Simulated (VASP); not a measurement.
# Si16Ge (a cell with a defect) in VASP: further runs, part 2 of 2

VASP 6.6.1.

## Step 3: Single point, PBE

The input, INCAR:

```
SYSTEM = Si16Ge
  PREC = Accurate
  ENCUT = 520
  EDIFF = 1E-6
  ISMEAR = -1
  SIGMA = 0.02
  LREAL = Auto
  LASPH = .TRUE.
  NELM = 80
  ALGO = Normal
  ISIF = 2
  LWAVE = .FALSE.
  LCHARG = .TRUE.
  GGA = PE
  LELF = .TRUE.
  LVHAR = .TRUE.
  NBANDS = 53
```

The input, KPOINTS:

```
regular mesh
0
G
  2 2 2
  0 0 0
```

The input, POSCAR:

```
Si16Ge
1.0
    0.0000000000      5.4300000000      5.4300000000
    5.4300000000      0.0000000000      5.4300000000
    5.4300000000      5.4300000000      0.0000000000
Si Ge
16 1
Direct
   -0.0047697974      0.0116942910     -0.0362799263
    0.1383241252      0.0863167587      0.1316942910
   -0.0124401473      0.0051473297      0.4932136280
    0.1152117864      0.1509208103      0.5862430939
    0.0170349908      0.4977532228      0.0101104972
    0.1474401473      0.6358931860      0.1195580110
    0.0131675875      0.5191160221      0.4981767956
    0.0998802947      0.6677440147      0.6363996317
    0.5158103131     -0.0298066298      0.0027532228
    0.6297237569      0.0887845304      0.1491344383
    0.4962338858     -0.0034346225      0.5118139963
    0.6238213628      0.1311878453      0.6103959484
    0.5177992634      0.4673756906      0.0085174954
    0.6612983425      0.5792909761      0.1463075506
    0.4874585635      0.5459668508      0.5089871087
    0.6363904236      0.6276611418      0.6432228361
    0.2213259669      0.2612154696      0.7414732965
```

Potentials or basis: VASP PAW PBE potentials, release 64 (Si, Ge_d).

The run is started by

```bash
$ cat potpaw_PBE.64/Si/POTCAR potpaw_PBE.64/Ge_d/POTCAR > POTCAR
$ mpirun -np 1 vasp_std > vasp.out
```

OUTCAR:

```text
SYSTEM = Si16Ge
   PREC = Accurate
   ENCUT = 520
   EDIFF = 1E-6
   ISMEAR = -1
   LREAL = Auto
   LASPH = .TRUE.
   NELM = 80
   ISIF = 2
   GGA = PE

 ion  position               nearest neighbor table
   1  0.995  0.012  0.964-  10 2.33   4 2.37   6 2.39   2 2.45  17 2.59
   2  0.138  0.086  0.132-   3 2.28   9 2.37   1 2.45  17 2.47   5 2.59
   3  0.988  0.005  0.493-   8 2.13  12 2.28   2 2.28   4 2.31
   4  0.115  0.151  0.586-   3 2.31   7 2.34  17 2.34   1 2.37  11 2.41
   5  0.017  0.498  0.010-  14 2.24   8 2.37   6 2.37   2 2.59  17 2.77
   6  0.147  0.636  0.120-  13 2.34   5 2.37   7 2.37   1 2.39
   7  0.013  0.519  0.498-   4 2.34   8 2.36  16 2.37   6 2.37  17 2.47
   8  0.100  0.668  0.636-   3 2.13   7 2.36   5 2.37  15 2.43  17 2.57
   9  0.516  0.970  0.003-   2 2.37  10 2.38  14 2.46  12 2.47  17 3.02
  10  0.630  0.089  0.149-  11 2.28   1 2.33  13 2.38   9 2.38
  11  0.496  0.997  0.512-  12 2.27  10 2.28  16 2.32   4 2.41  17 2.70
  12  0.624  0.131  0.610-  11 2.27   3 2.28   9 2.47  17 2.52  15 2.62
  13  0.518  0.467  0.009-  16 2.31   6 2.34  10 2.38  14 2.47
  14  0.661  0.579  0.146-   5 2.24  15 2.35   9 2.46  13 2.47
  15  0.487  0.546  0.509-  16 2.30  14 2.35   8 2.43  12 2.62  17 3.01
  16  0.636  0.628  0.643-  15 2.30  13 2.31  11 2.32   7 2.37
  17  0.221  0.261  0.741-   4 2.34   7 2.47   2 2.47  12 2.52   8 2.57   1 2.59  11 2.70   5 2.77
                            15 3.01   9 3.02

  LATTYP: Found a face centered cubic cell.
 ALAT       =    10.8600000000

  Lattice vectors:

 A1 = (   0.0000000000,   5.4300000000,   5.4300000000)
 A2 = (   5.4300000000,   0.0000000000,   5.4300000000)
 A3 = (   5.4300000000,   5.4300000000,   0.0000000000)

Analysis of symmetry for initial positions (statically):
=====================================================================
 Subroutine PRICEL returns:
 Original cell was already a primitive cell.

 Routine SETGRP: Setting up the symmetry group for a
 face centered cubic supercell.

 Subroutine GETGRP returns: Found  1 space group operations
 (whereof  1 operations were pure point group operations)
 out of a pool of 48 trial point group operations.

The static configuration has the point symmetry C_1 .

Analysis of symmetry for dynamics (positions and initial velocities):
=====================================================================
 Subroutine PRICEL returns:
 Original cell was already a primitive cell.

 Routine SETGRP: Setting up the symmetry group for a
 face centered cubic supercell.

 Subroutine GETGRP returns: Found  1 space group operations
 (whereof  1 operations were pure point group operations)
 out of a pool of 48 trial point group operations.

The dynamic configuration has the point symmetry C_1 .

 Subroutine INISYM returns: Found  1 space group operations
 (whereof  1 operations are pure point group operations),
 and found     1 'primitive' translations

----------------------------------------------------------------------------------------

                                     Primitive cell

  volume of cell :     320.2060

  direct lattice vectors                    reciprocal lattice vectors
     0.000000000  5.430000000  5.430000000    -0.092081031  0.092081031  0.092081031
     5.430000000  0.000000000  5.430000000     0.092081031 -0.092081031  0.092081031
     5.430000000  5.430000000  0.000000000     0.092081031  0.092081031 -0.092081031

  length of vectors
     7.679179644  7.679179644  7.679179644     0.159489025  0.159489025  0.159489025

  position of ions in fractional coordinates (direct lattice)
[... 75 lines left out ...]
   number of dos      NEDOS =    301   number of ions     NIONS =     17
   total plane-waves  NPLWV = 216000
   dimension x,y,z NGX =    60 NGY =   60 NGZ =   60
   dimension x,y,z NGXF=   120 NGYF=  120 NGZF=  120
   ions per type =              16   1
   NGX,Y,Z   is equivalent  to a cutoff of  12.99, 12.99, 12.99 a.u.
   NGXF,Y,Z  is equivalent  to a cutoff of  25.98, 25.98, 25.98 a.u.
 SYSTEM =  Si16Ge
   PREC   = accura    normal or accurate (medium, high low for compatibility)
   ISTART =      0    job   : 0-new  1-cont  2-samecut
   ICHARG =      2    charge: 1-file 2-atom 10-const
   ISPIN  =      1    spin polarized calculation?
   LNONCOLLINEAR =      F non collinear calculations
   LSORBIT =      F    spin-orbit coupling
   LASPH  =      T    aspherical Exc in radial PAW
   ENCUT  =  520.0 eV  38.22 Ry    6.18 a.u.  14.28 14.28 14.28*2*pi/ulx,y,z
   NELM   =     80;   NELMIN=  2; NELMDL= -5     # of ELM steps
   EDIFF  = 0.1E-05   stopping-criterion for ELM
   LREAL  =      T    real-space projection
   EDIFFG = 0.1E-04   stopping-criterion for IOM
   NSW    =      0    number of steps for IOM
   IBRION =     -1    ionic relax: 0-MD 1-quasi-New 2-CG
   NFREE  =      0    steps in history (QN), initial steepest desc. (CG)
   ISIF   =      2    stress and relaxation
   ISYM   =      2    0-nonsym 1-usesym 2-fastsym
   POTIM  = 0.5000    time-step for ionic-motion
   TEBEG  =    0.0;   TEEND  =   0.0 temperature during run
   PSTRESS=    0.0 pullay stress
   NELECT =      78.0000    total number of electrons
   NUPDOWN=      -1.0000    fix difference up-down
   EMIN   =  10.00;   EMAX   =-10.00  energy-range for DOS
   EFERMI =   0.00;   METHOD = LEGACY
   ISMEAR =    -1;   SIGMA  =   0.02  broadening in eV -4-tet -1-fermi 0-gaus
   EFERMI_NEDOS =   21; number of points for ismear=-14 and -15
   IALGO  =     38    algorithm
   IMIX   =      4    mixing-type and parameters
     AMIX     =   0.40;   BMIX     =  1.00
     AMIX_MAG =   1.60;   BMIX_MAG =  1.00
  volume/ion in A,a.u.               =      18.84       127.11
  Fermi-wavevector in a.u.,A,eV,Ry     =   1.022421  1.932096 14.222785  1.045345
  Thomas-Fermi vector in A             =   2.156100
   LORBIT       =      0    0 simple, 1 ext, 2 COOP (PROOUT), +10 PAW based schemes
   GGA     = PE    functional components
   LHFCALC =     F    Hartree Fock is set to
   AEXX    =    0.0000 exact exchange contribution
   IVDW    =     0    specifies the selected vdW correction
   LEPSILON=     F    determine dielectric tensor
   LRPA    =     F    only Hartree local field effects (RPA)
 non-spin polarized calculation
  energy-cutoff  :      520.00
  volume of cell :      320.21
 maximum number of plane-waves:      8646
 NGX is ok and might be reduce to    60
   NGX = 29   NGY = 29   NGZ = 29

 number of electron      78.0000000 magnetization

 Free energy of the ion-electron system (eV)
  ---------------------------------------------------
  ext. energy  EPLUGINS =         0.00000000
  ---------------------------------------------------
  free energy    TOTEN  =       -85.27243577 eV

  energy without entropy =      -85.25889280  energy(sigma->0) =      -85.26566429

 E-fermi :   6.8629     XC(G=0):  -9.7723

 val. band max:        6.8625809813   @ k =   0.5000   0.0000   0.5000
 cond. band min:       6.8715787684   @ k =   0.5000   0.5000   0.0000
 fundamental gap:      0.0089977871
 Fermi energy:         6.8628747963

 k-point     1 :       0.0000    0.0000    0.0000
  band No.  band energies     occupation
      1     -18.2442      2.00000
      2     -18.2367      2.00000
      3     -18.2310      2.00000
      4     -18.2268      2.00000
      5     -18.2249      2.00000
      6      -6.6137      2.00000
[... 421 lines left out ...]
     50      10.1357      0.00000
     51      10.3714      0.00000
 [bands above 51 left out]

------------------------ aborting loop because EDIFF is reached ----------------------------------------

  FORCE on cell =-STRESS in cart. coord.  units (eV):
  Direction    XX          YY          ZZ          XY          YZ          ZX
  --------------------------------------------------------------------------------------
  -------------------------------------------------------------------------------------
  Total       13.5250623     12.2055202     13.4437504      1.3047214      0.5619546      0.2481202
  in kB       67.6737702     61.0713320     67.2669194      6.5282817      2.8117862      1.2414897
  external PRESSURE =      65.3373405 kB  Pullay stress =       0.0000000 kB

 VOLUME and BASIS-vectors are now :
 -----------------------------------------------------------------------------
  energy-cutoff  :      520.00
  volume of cell :      320.21
      direct lattice vectors                 reciprocal lattice vectors
     0.000000000  5.430000000  5.430000000    -0.092081031  0.092081031  0.092081031
     5.430000000  0.000000000  5.430000000     0.092081031 -0.092081031  0.092081031
     5.430000000  5.430000000  0.000000000     0.092081031  0.092081031 -0.092081031

 POSITION                                       TOTAL-FORCE (eV/Angst)
 -----------------------------------------------------------------------------------
      5.29650     10.63710      5.46760         0.170824      0.956045     -0.840363
      1.18380      1.46620      1.21980         0.222892     -0.558745      0.753150
      2.70610      8.04060      5.39040         0.990198     -1.477548      1.119500
      4.00280      3.80890      1.44510        -1.156082     -0.226929     -0.667822
      2.75770      0.14740      2.79530        -0.435235      1.024169      0.025771
      4.10210      1.44980      4.25350        -0.153212     -0.325681     -0.310642
[... 9 lines left out ...]
      6.90090      6.94830      6.86380        -0.361262      0.083524      0.061621
      5.44460      5.22800      2.62020         1.028765      1.629687      1.177074
 -----------------------------------------------------------------------------------
    total drift:                               -0.000007     -0.002256     -0.000709

  FREE ENERGIE OF THE ION-ELECTRON SYSTEM (eV)
  ---------------------------------------------------
  free  energy   TOTEN  =       -85.2724357685 eV

  energy  without entropy=      -85.2588928023  energy(sigma->0) =      -85.26566429
```

Run time: 4.4 min. Hardware: 1 thread of Intel Xeon Platinum 8259CL at 2.50GHz (Skylake/Cascade Lake), shared host; peak memory 0.49 GiB.

Results:

| Property | Result |
| --- | --- |
| Free energy | -85.2724 eV |
| Pressure | 6.5 GPa |
| Largest force | 2.463 eV/Å |
| Band gap on the k mesh | zero (bands 39 and 40 overlap by 0.27 eV) |

Forces on the atoms (eV/Å):
```
Si   0.171  0.956 -0.840
Si   0.223 -0.559  0.753
Si   0.990 -1.478  1.119
Si  -1.156 -0.227 -0.668
Si  -0.435  1.024  0.026
Si  -0.153 -0.326 -0.311
Si   0.186 -1.772  0.230
Si  -1.215  1.987 -0.804
Si  -0.567  0.410  0.036
Si  -0.491 -1.201  0.392
Si  -0.532 -0.326 -0.506
Si   1.896  0.497  0.403
Si   0.792  0.921  0.280
Si   0.828 -1.750 -0.479
Si  -1.204  0.130 -0.871
Si  -0.361  0.084  0.062
Ge   1.029  1.630  1.177
```

Caveat: the k points lie up to 0.50 Å⁻¹ apart.

## Step 4: Single point, PBE

The input, INCAR:

```
SYSTEM = Si16Ge
ALGO = Normal
EDIFF = 1E-6
ENCUT = 520
GGA = PE
ISIF = 2
ISMEAR = -1
LASPH = .True.
LCHARG = .False.
LREAL = Auto
LWAVE = .False.
NBANDS = 53
NELM = 60
PREC = Accurate
SIGMA = 0.02
```

The input, KPOINTS:

```
k-points
0
Gamma
  2 2 2
  0 0 0
```

The input, POSCAR:

```
Si16Ge
1.0
    0.0000000000      5.4300000000      5.4300000000
    5.4300000000      0.0000000000      5.4300000000
    5.4300000000      5.4300000000      0.0000000000
Si Ge
16 1
Direct
    0.0067127072     -0.0348342541     -0.0081860037
    0.1104788214      0.1236648250      0.1207182320
   -0.0178637201      0.0397790055      0.4787292818
    0.1153683241      0.1308195212      0.6108563536
   -0.0309668508      0.5107826888      0.0242449355
    0.1389963168      0.5850184162      0.1249079190
   -0.0072559853      0.5241988950      0.5092449355
    0.1223756906      0.6410497238      0.6439594843
    0.4953683241      0.0072283610      0.0158103131
    0.6432688766      0.1296224678      0.1122744015
    0.5211878453      0.0011694291      0.4848342541
    0.6323848987      0.0917403315      0.6357918969
    0.5243830571      0.4859668508     -0.0114364641
    0.6024309392      0.6380662983      0.1401289134
    0.5024953959      0.5084069982      0.4966390424
    0.6284162063      0.6319705341      0.6104788214
    0.2579281768      0.2484254144      0.7535635359
```

The run is started by

```bash
$ cat potpaw_PBE.64/Si/POTCAR potpaw_PBE.64/Ge_d/POTCAR > POTCAR
$ mpirun -np 1 vasp_std > vasp.out
```

It took 4.3 min on 1 thread of Intel Xeon Platinum 8259CL at 2.50GHz (Skylake/Cascade Lake), shared host; peak memory 0.49 GiB.

It converged, with:

* Free energy: -85.4745 eV
* Pressure: 6.9 GPa
* Largest force: 2.393 eV/Å
* Band gap on the k mesh: zero (bands 39 and 40 overlap by 0.29 eV)

Forces in eV/Å, atoms in the order of the input:
```
Si  -0.123  0.271  0.387
Si   0.346  0.222 -0.607
Si  -0.931  1.082 -0.633
Si   0.408  0.905  1.089
Si  -1.166 -0.639 -0.535
Si   1.498  1.499  1.113
Si  -1.305 -0.208  0.251
Si   0.518 -0.952  0.515
Si  -0.092 -0.072 -0.279
Si  -0.483  0.775 -0.802
Si  -0.481 -1.591 -1.370
Si   1.135  0.608  1.228
Si   1.334 -1.162  0.588
Si  -0.922 -0.710  0.062
Si   0.020  0.667 -1.168
Si   0.450  0.540 -0.095
Ge  -0.206 -1.236  0.255
```

Stress tensor (GPa, compression positive):
```
 6.19  1.72 -0.86
 1.72  7.54  1.65
-0.86  1.65  7.10
```

Levels at points of the mesh, in eV from the Fermi level:
| k point | band 37 | band 38 | band 39 | band 40 | band 41 | band 42 |
| --- | --- | --- | --- | --- | --- | --- |
| (0.00, 0.00, 0.00) | -0.61 | -0.58 | -0.38 | -0.19 | -0.10 | 0.12 |
| (0.50, 0.00, 0.00) | -1.42 | -1.02 | -0.46 | 0.45 | 0.65 | 0.78 |
| (0.00, 0.50, 0.00) | -1.41 | -1.23 | -0.35 | 0.41 | 0.52 | 0.68 |
| (0.00, 0.00, 0.50) | -1.45 | -0.95 | -0.47 | 0.34 | 0.65 | 0.76 |
| (0.50, 0.50, 0.50) | -1.25 | -1.07 | -0.19 | 0.28 | 0.77 | 0.88 |
| (0.50, 0.50, 0.00) | -1.72 | -1.22 | 0.10 | 0.74 | 0.90 | 1.02 |
| (0.00, 0.50, 0.50) | -1.65 | -1.13 | -0.03 | 0.75 | 0.83 | 1.08 |
| (0.50, 0.00, 0.50) | -1.74 | -1.24 | 0.03 | 0.79 | 0.85 | 1.04 |

Caveat: the k points lie up to 0.50 Å⁻¹ apart.

## Step 5: Summary

| cell | gap on the mesh (eV) | pressure (GPa) | largest force (eV/Å) |
| --- | --- | --- | --- |
| as given, atomic positions A | none | 7.1 | 2.99 |
| as given, atomic positions B | none | 6.5 | 2.46 |
| as given, atomic positions C | none | 6.9 | 2.39 |

Alike in all rows: task single point; level PBE; potentials or basis VASP PAW PBE potentials, release 64 (Si, Ge_d); no spin polarisation; k mesh 2 × 2 × 2; cutoff (eV) 520; smearing fermi-dirac 0.02 eV.

Caveats: all runs use coarse meshes.

Total energies depend on the potentials used, so only differences within one code and one set of settings carry meaning.

The gap in the log of VASP goes by the Fermi energy; the results here count the filled bands.